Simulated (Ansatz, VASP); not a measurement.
Two plane-wave programs on CaSe

```xyz
2
Lattice="0.0000 2.9450 2.9450 2.9450 0.0000 2.9450 2.9450 2.9450 0.0000" Properties=species:S:1:pos:R:3 pbc="T T T"
Ca    0.0000    0.0000    0.0000
Se    2.9450    2.9450    2.9450
```

Alike in both runs: task relaxation of cell and atoms; functional LDA; k mesh 8 × 8 × 8; occupations gaussian, width 0.02 eV; no spin polarisation.

```csv
,VASP,Ansatz
version,VASP 6.6.1,Ansatz 0.2.0
potentials or method,"VASP PAW LDA potentials, release 64 (Ca_sv, Se), cutoff 500 eV","scalar-relativistic, plane waves, PAW"
valence electrons in the cell,16,26
```

|  | VASP | Ansatz | Ansatz less VASP |
| --- | --- | --- | --- |
| gap on the k mesh at the Fermi level, each at its own relaxed structure (eV) | 1.71 | 1.71 | +0.003 |
| relaxed volume (Å³/atom) | 24.40 | 24.27 | -0.129 |
| relaxed cell length with the largest relative difference (Å) | 4.102 | 4.094 | -0.0073 |

Ansatz warns that its potentials were made for another functional, while VASP's fit it. LDA's correlation is that of Perdew and Zunger in VASP and of Perdew and Wang (1992) in Ansatz. VASP's potentials hold 16 valence electrons a cell and Ansatz's 26, so a difference there can come from the potentials and not from the codes.
